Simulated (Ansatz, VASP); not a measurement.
## Two plane-wave programs on Mg3O

INCAR

```
SYSTEM = Mg3O
ALGO = Normal
EDIFF = 1E-7
ENCUT = 520
GGA = PE
ISIF = 2
ISMEAR = 0
ISPIN = 2
LASPH = .True.
LCHARG = .False.
LORBIT = 11
LREAL = .False.
LWAVE = .False.
MAGMOM = 0 0 0 1
NBANDS = 18
NELM = 150
PREC = Accurate
SIGMA = 0.1
```

KPOINTS

```
k-points
0
Gamma
  4 4 4
  0 0 0
```

The input POSCAR:

```
Mg3O
1.0
    3.9592986307      0.0000000000      0.0000000000
    0.0000000000      3.9592986307      0.0000000000
    0.0000000000      0.0000000000      3.9592986307
Mg O
3 1
Direct
    0.0000000000      0.5000000000      0.5000000000
    0.5000000000      0.0000000000      0.5000000000
    0.5000000000      0.5000000000      0.0000000000
    0.0000000000      0.0000000000      0.0000000000
```

Input for Ansatz:

```yaml
crystal:
  lattice:
    - [3.9592986307, 0.0, 0.0]
    - [0.0, 3.9592986307, 0.0]
    - [0.0, 0.0, 3.9592986307]
  atoms:
    - { symbol: Mg, position: [0.0, 0.5, 0.5] }
    - { symbol: Mg, position: [0.5, 0.0, 0.5] }
    - { symbol: Mg, position: [0.5, 0.5, 0.0] }
    - { symbol: O, position: [0.0, 0.0, 0.0], spin: 1.0 }
basis:
  ecutwfc: 420
kpoints:
  mp_grid: { grid: [4, 4, 4] }
hamiltonian:
  xc: pbe
scf:
  occupations: { method: gaussian, width: 0.1 }
  lower_state_search: "off"
output:
  forces: true
  stress: true
  eigenvalues: true
  populations: true
magnetization:
  spin_polarized: true
```

Alike in both runs: task single point; functional PBE; k mesh 4 × 4 × 4; occupations gaussian, width 0.1 eV; collinear spin.

```csv
,VASP,Ansatz
version,VASP 6.6.1,Ansatz 0.2.0
potentials or method,"VASP PAW PBE potentials, release 64 (Mg, O), cutoff 520 eV","scalar-relativistic, plane waves, PAW"
valence electrons in the cell,12,36
```

|  | VASP | Ansatz | Ansatz less VASP |
| --- | --- | --- | --- |
| gap on the k mesh at the Fermi level (eV) | none | none | - |
| pressure (GPa) | 7.6 | 7.7 | +0.10 |
| net moment per atom (μB) | 0.00 | 0.00 | 0.000 |

A gap of «none» marks a metal or a gap that the smearing closes. The functional is the same, so the differences come from potentials, cutoffs and numerics. VASP's potentials hold 12 valence electrons a cell and Ansatz's 36, so a difference there can come from the potentials and not from the codes. Ansatz's warnings: seeded moment not kept.

The k mesh is coarse, so the values compare programs but aren't converged.
